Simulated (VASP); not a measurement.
# BP (I-4m2) in VASP: single point with PBE

Aim: the single point of BP with PBE.

Everything below comes from runs of VASP 6.6.1. Logs are shortened: lines on timing, memory, paths and dates and some standing lists are left out, and cuts for length are marked.

## (1) The cell of the first run

Symmetry: I-4m2, No. 119, tetragonal system. The conventional cell has a = 3.273 Å, b = 3.273 Å, c = 4.538 Å, α = 90.00°, β = 90.00°, γ = 90.00°. Within 2.6 Å of B (site symmetry -4m2) lie 4 P at 1.99 Å. P (site symmetry -4m2) has 4 B at 1.99 Å within 2.6 Å.

## (2) Single point, PBE (equal xx and yy strain of +2 %)

Contents of INCAR:

```
  ALGO = Normal
  EDIFF = 1E-7
  ENCUT = 520
  GGA = PE
  ISIF = 2
  ISMEAR = -1
  LASPH = True
  LCHARG = False
  LREAL = False
  LWAVE = False
  NBANDS = 11
  NELM = 80
  PREC = Accurate
  SIGMA = 0.05
```

Contents of KPOINTS:

```
k-points
0
Gamma
  15 15 15
```

Contents of POSCAR:

```
BP
1.0
    0.0000000000      2.3143800000      2.2690000000
    2.3143800000      0.0000000000      2.2690000000
    2.3143800000      2.3143800000      0.0000000000
B P
1 1
Direct
    0.0000000000      0.0000000000      0.0000000000
    0.7500000000      0.7500000000      0.7500000000
```

Potentials or basis: VASP PAW PBE potentials, release 64 (B, P).

Command:

```console
> cat potpaw_PBE.64/B/POTCAR potpaw_PBE.64/P/POTCAR > POTCAR
> mpirun -np 1 vasp_std > vasp.out
```

OUTCAR:

```text
EDIFF = 1E-7
   ENCUT = 520
   GGA = PE
   ISIF = 2
   ISMEAR = -1
   LASPH = True
   LREAL = False
   NELM = 80
   PREC = Accurate

 ion  position               nearest neighbor table
   1  0.000  0.000  0.000-   2 1.99   2 1.99   2 1.99   2 1.99
   2  0.750  0.750  0.750-   1 1.99   1 1.99   1 1.99   1 1.99

  LATTYP: Found a body centered tetragonal cell.
 ALAT       =     3.2730275845
 C/A-ratio  =     1.3864838847

  Lattice vectors:

 A1 = (   0.0000000000,  -2.3143800000,  -2.2690000000)
 A2 = (   0.0000000000,   2.3143800000,  -2.2690000000)
 A3 = (   2.3143800000,   0.0000000000,   2.2690000000)

Analysis of symmetry for initial positions (statically):
=====================================================================
 Subroutine PRICEL returns:
 Original cell was already a primitive cell.

 Routine SETGRP: Setting up the symmetry group for a
 body centered tetragonal supercell.

 Subroutine GETGRP returns: Found  8 space group operations
 (whereof  8 operations were pure point group operations)
 out of a pool of 16 trial point group operations.

The static configuration has the point symmetry D_2d.

Analysis of symmetry for dynamics (positions and initial velocities):
=====================================================================
 Subroutine PRICEL returns:
 Original cell was already a primitive cell.

 Routine SETGRP: Setting up the symmetry group for a
 body centered tetragonal supercell.

 Subroutine GETGRP returns: Found  8 space group operations
 (whereof  8 operations were pure point group operations)
 out of a pool of 16 trial point group operations.

The dynamic configuration has the point symmetry D_2d.

 Subroutine INISYM returns: Found  8 space group operations
 (whereof  8 operations are pure point group operations),
 and found     1 'primitive' translations

----------------------------------------------------------------------------------------

                                     Primitive cell

  volume of cell :      24.3071

  direct lattice vectors                    reciprocal lattice vectors
     0.000000000  2.314380000  2.269000000    -0.216040581  0.216040581  0.220361393
     2.314380000  0.000000000  2.269000000     0.216040581 -0.216040581  0.220361393
     2.314380000  2.314380000  0.000000000     0.216040581  0.216040581 -0.220361393

  length of vectors
     3.241097929  3.241097929  3.273027584     0.376704405  0.376704405  0.376704405

[... 86 lines left out ...]
   ISIF   =      2    stress and relaxation
   ISYM   =      2    0-nonsym 1-usesym 2-fastsym
   POTIM  = 0.5000    time-step for ionic-motion
   TEBEG  =    0.0;   TEEND  =   0.0 temperature during run
   PSTRESS=    0.0 pullay stress
   NELECT =       8.0000    total number of electrons
   NUPDOWN=      -1.0000    fix difference up-down
   EMIN   =  10.00;   EMAX   =-10.00  energy-range for DOS
   EFERMI =   0.00;   METHOD = LEGACY
   ISMEAR =    -1;   SIGMA  =   0.05  broadening in eV -4-tet -1-fermi 0-gaus
   EFERMI_NEDOS =   21; number of points for ismear=-14 and -15
   IALGO  =     38    algorithm
   IMIX   =      4    mixing-type and parameters
     AMIX     =   0.40;   BMIX     =  1.00
     AMIX_MAG =   1.60;   BMIX_MAG =  1.00
  volume/ion in A,a.u.               =      12.15        82.02
  Fermi-wavevector in a.u.,A,eV,Ry     =   1.130300  2.135956 17.382491  1.277577
  Thomas-Fermi vector in A             =   2.266996
   LORBIT       =      0    0 simple, 1 ext, 2 COOP (PROOUT), +10 PAW based schemes
   GGA     = PE    functional components
   LHFCALC =     F    Hartree Fock is set to
   AEXX    =    0.0000 exact exchange contribution
   IVDW    =     0    specifies the selected vdW correction
   LEPSILON=     F    determine dielectric tensor
   LRPA    =     F    only Hartree local field effects (RPA)
 non-spin polarized calculation
  energy-cutoff  :      520.00
  volume of cell :       24.31
 maximum number of plane-waves:       672
   NGX = 13   NGY = 13   NGZ = 13

 number of electron       7.9999999 magnetization

 Free energy of the ion-electron system (eV)
  ---------------------------------------------------
  ext. energy  EPLUGINS =         0.00000000
  ---------------------------------------------------
  free energy    TOTEN  =       -12.91298415 eV

  energy without entropy =      -12.91298409  energy(sigma->0) =      -12.91298412

 E-fermi :   7.5797     XC(G=0): -10.7380

 val. band max:        7.0948563179   @ k =   0.0000   0.0000   0.0000
 cond. band min:       8.0966821233   @ k =   0.4000   0.4000   0.0000
 fundamental gap:      1.0018258054
 Fermi energy:         7.5796650810

 k-point     1 :       0.0000    0.0000    0.0000
  band No.  band energies     occupation
      1      -8.1403      2.00000
      2       6.9092      2.00000
      3       6.9092      2.00000
      4       7.0949      1.99988
      5      10.2427      0.00000
      6      10.3565      0.00000
      7      10.3565      0.00000
      8      13.7440      0.00000
      9      18.2243      0.00000
     10      18.7379      0.00000
     11      19.2299      0.00000
[... 309 lines left out ...]
 k-point    24 :       0.2000    0.1333    0.0000
  band No.  band energies     occupation
      1      -7.4312      2.00000
      2       4.3979      2.00000
      3       5.2438      2.00000
      4       5.6677      2.00000
      5       9.5427      0.00000
      6      12.4871      0.00000
      7      12.6548      0.00000
      8      13.9142      0.00000
      9      17.6105      0.00000
     10      19.2712      0.00000
     11      20.2637      0.00000

 [... further k-points ...]

------------------------ aborting loop because EDIFF is reached ----------------------------------------

  FORCE on cell =-STRESS in cart. coord.  units (eV):
  Direction    XX          YY          ZZ          XY          YZ          ZX
  --------------------------------------------------------------------------------------
  -------------------------------------------------------------------------------------
  Total       -1.0393706     -1.0393706     -0.2811227      0.0000000      0.0000000     -0.0000000
  in kB      -68.5089328    -68.5089328    -18.5298849      0.0000000      0.0000000     -0.0000000
  external PRESSURE =     -51.8492501 kB  Pullay stress =       0.0000000 kB

 VOLUME and BASIS-vectors are now :
 -----------------------------------------------------------------------------
  energy-cutoff  :      520.00
  volume of cell :       24.31
      direct lattice vectors                 reciprocal lattice vectors
     0.000000000  2.314380000  2.269000000    -0.216040581  0.216040581  0.220361393
     2.314380000  0.000000000  2.269000000     0.216040581 -0.216040581  0.220361393
     2.314380000  2.314380000  0.000000000     0.216040581  0.216040581 -0.220361393

 POSITION                                       TOTAL-FORCE (eV/Angst)
 -----------------------------------------------------------------------------------
      0.00000      0.00000      0.00000         0.000000      0.000000      0.000000
      3.47157      3.47157      3.40350        -0.000000     -0.000000     -0.000000
 -----------------------------------------------------------------------------------
    total drift:                               -0.000000     -0.000000      0.000000

  FREE ENERGIE OF THE ION-ELECTRON SYSTEM (eV)
  ---------------------------------------------------
  free  energy   TOTEN  =       -12.9129841506 eV

  energy  without entropy=      -12.9129840877  energy(sigma->0) =      -12.91298412
```

OSZICAR:

```text
N       E                     dE             d eps       ncg     rms          rms(c)
DAV:   1     0.888832789017E+01    0.88883E+01   -0.39138E+03  6360   0.652E+02
DAV:   2    -0.129393086854E+02   -0.21828E+02   -0.20912E+02  8519   0.107E+02
DAV:   3    -0.135360129096E+02   -0.59670E+00   -0.59557E+00  7999   0.157E+01
DAV:   4    -0.135383884558E+02   -0.23755E-02   -0.23753E-02  7272   0.117E+00
DAV:   5    -0.135384020823E+02   -0.13627E-04   -0.13626E-04  7851   0.878E-02    0.680E+00
DAV:   6    -0.129988535279E+02    0.53955E+00   -0.12799E+00  7170   0.477E+00    0.367E+00
DAV:   7    -0.129198046593E+02    0.79049E-01   -0.19658E-01  7914   0.221E+00    0.128E+00
DAV:   8    -0.129124455325E+02    0.73591E-02   -0.25048E-02  7408   0.891E-01    0.179E-01
DAV:   9    -0.129127743387E+02   -0.32881E-03   -0.72228E-04  7414   0.177E-01    0.108E-01
DAV:  10    -0.129129724886E+02   -0.19815E-03   -0.25175E-04  7180   0.991E-02    0.272E-02
DAV:  11    -0.129129831109E+02   -0.10622E-04   -0.11054E-05  8144   0.221E-02    0.299E-02
DAV:  12    -0.129129841992E+02   -0.10883E-05   -0.44665E-06  7140   0.104E-02    0.115E-02
DAV:  13    -0.129129840813E+02    0.11784E-06   -0.11125E-07  5977   0.223E-03    0.500E-03
DAV:  14    -0.129129841506E+02   -0.69320E-07   -0.37975E-08  3639   0.115E-03
   1 F= -.12912984E+02 E0= -.12912984E+02  d E =-.629228E-07
```

Wall time 28 s (1 thread of Intel Xeon 6975P-C, shared host); peak memory 0.19 GiB.

What came out:

```
Free energy            : -12.9130 eV
Pressure               : -5.2 GPa
Band gap on the k mesh : 1.00 eV, indirect (least direct gap 3.15 eV)
```

Caveat: the cell differs from its parent crystal (equal xx and yy strain of +2 %).
